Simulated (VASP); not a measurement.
Here is a VASP 6.6.1 calculation.

File INCAR:

```
SYSTEM = ZrAl3B3N
  ALGO = Normal
  EDIFF = 1E-6
  ENCUT = 520
  GGA = PE
  ISIF = 2
  ISMEAR = 0
  LASPH = .True.
  LCHARG = .False.
  LREAL = .False.
  LWAVE = .False.
  NBANDS = 28
  NELM = 100
  PREC = Accurate
  SIGMA = 0.15
```

The input KPOINTS:

```
k-points
0
Gamma
  4 4 2
  0 0 0
```

Contents of POSCAR:

```
ZrAl3B3N
1.0
    4.4183918210      0.0000000034      0.0000000000
   -2.2091959135      3.8264395591      0.0000000000
    0.0000000000      0.0000000000      7.7494796889
Zr Al B N
1 3 3 1
Direct
    0.0000000000      0.0000000000      0.5000000000
    0.6666666667      0.3333333333      0.5000000000
    0.0000000000      0.0000000000      0.8421054100
    0.0000000000      0.0000000000      0.1578945900
    0.6666666667      0.3333333333      0.8211391215
    0.6666666667      0.3333333333      0.1788608785
    0.3333333333      0.6666666667      0.5000000000
    0.6666666667      0.3333333333      0.0000000000
```

Potentials or basis: VASP PAW PBE potentials, release 64 (Zr_sv, Al, B, N).

Run with:

```bash
$ cat potpaw_PBE.64/Zr_sv/POTCAR potpaw_PBE.64/Al/POTCAR potpaw_PBE.64/B/POTCAR potpaw_PBE.64/N/POTCAR > POTCAR
$ mpirun -np 1 vasp_std > vasp.out
```

(1) Predict the pressure.

(2) What does it give for the largest force?

Results:

(1) -0.1 GPa.

(2) 0.031 eV/Å.

Caveat: the k points lie up to 0.41 Å⁻¹ apart.
